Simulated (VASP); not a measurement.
Here is a VASP 6.6.1 calculation.

Contents of INCAR:

```
PREC = Accurate ; ENCUT = 520
EDIFF = 1E-6 ; ISMEAR = 0
SIGMA = 0.15 ; LREAL = False
LASPH = True ; NELM = 100
ALGO = Fast ; ISIF = 2
LWAVE = False ; LCHARG = False
GGA = PE ; NBANDS = 18
```

KPOINTS

```
Automatic mesh
0
Gamma
  21 21 10
```

Contents of POSCAR:

```
Cu
1.0
    2.5672412656      0.0000000000      0.0000000000
   -1.2836206328      2.2232961536      0.0000000000
    0.0000000000      0.0000000000      4.1920560930
Cu
2
Direct
    0.3504250734      0.7008501468      0.2500000000
    0.6495749266      0.2991498532      0.7500000000
```

Potentials or basis: VASP PAW PBE potentials, release 64 (Cu).

Run with:

```sh
$ cat potpaw_PBE.64/Cu/POTCAR > POTCAR
$ mpirun -np 1 vasp_std > vasp.out
```

Problem. What does it give for the largest force?

Solution. 0.239 eV/Å.

Problem. What does it give for the pressure?

Solution. 1.6 GPa.

Stress tensor (GPa, compression positive):
```
-0.60  0.00  0.00
 0.00  2.09  0.00
 0.00  0.00  3.23
```

Caveat: the cell differs from its parent crystal (atoms displaced along a vibrational mode).
